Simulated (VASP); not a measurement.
SiC, 4 atoms in the cell. The typed cell holds 4 atoms: a = 3.076 Å, b = 3.076 Å, c = 5.048 Å, α = 90.00°, β = 90.00°, γ = 120.00°.  This cell differs from its parent crystal: atom 1 (Si) moved by (+0.200, +0.000) A along [1 1 0] and z.

| Quantity | Value |
| --- | --- |
| Program | VASP 6.6.1 |
| Task | single point |
| Functional | PBE |
| Potentials or basis | VASP PAW PBE potentials, release 64 (Si, C) |
| Cutoff | 520 eV |
| k mesh | 6 × 6 × 4 |
| Occupations | gaussian, width 0.05 eV |
| Spin | no spin polarisation |
| Dipole correction | no |
| Further INCAR settings | ALGO = Normal; EDIFF = 1e-06; NBANDS = 16 |

Potentials or basis: VASP PAW PBE potentials, release 64 (Si, C).

Run with:

```console
$ cat potpaw_PBE.64/Si/POTCAR potpaw_PBE.64/C/POTCAR > POTCAR
$ mpirun -np 1 vasp_std > vasp.out
```

Hardware: 1 thread of AMD EPYC 7R43 64-Core Processor (Zen 3), with other jobs on the host.

Task: Estimate the wall time of this run.

Result: Run time: 41 s on 1 thread of AMD EPYC 7R43 64-Core Processor (Zen 3), with other jobs on the host, peak memory 0.14 GiB. Counts: scf iterations 12, k points 76.
